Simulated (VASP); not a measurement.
H3ClO, 20 atoms in the cell. The cell holds an amorphous packing of atoms, 20 atoms: a = 6.631 Å, b = 6.631 Å, c = 6.631 Å, α = 90.00°, β = 90.00°, γ = 90.00°. 

* Program: VASP 6.6.1
* Task: single point
* Functional: PBE
* Dispersion: D3(BJ)
* Potentials or basis: VASP PAW PBE potentials, release 64 (O, H, Cl)
* Cutoff: 520 eV
* k mesh: 1 × 1 × 1
* Occupations: fermi-dirac, width 0.02 eV
* Spin: no spin polarisation
* Dipole correction: no
* Further INCAR settings: LREAL = Auto; ALGO = Normal; EDIFF = 1e-07; NBANDS = 48

Potentials or basis: VASP PAW PBE potentials, release 64 (O, H, Cl).

Run with:

```bash
$ cat potpaw_PBE.64/O/POTCAR potpaw_PBE.64/H/POTCAR potpaw_PBE.64/Cl/POTCAR > POTCAR
$ mpirun -np 1 vasp_gam > vasp.out
```

Hardware: 1 thread of AMD EPYC 7R13 Processor (Zen 3), with other jobs on the host.

Problem. Estimate the wall time of this run.

Solution. Wall time 27 s on 1 thread of AMD EPYC 7R13 Processor (Zen 3), on a shared host, peak memory 0.29 GiB. Counts: scf iterations 17, k points 1.
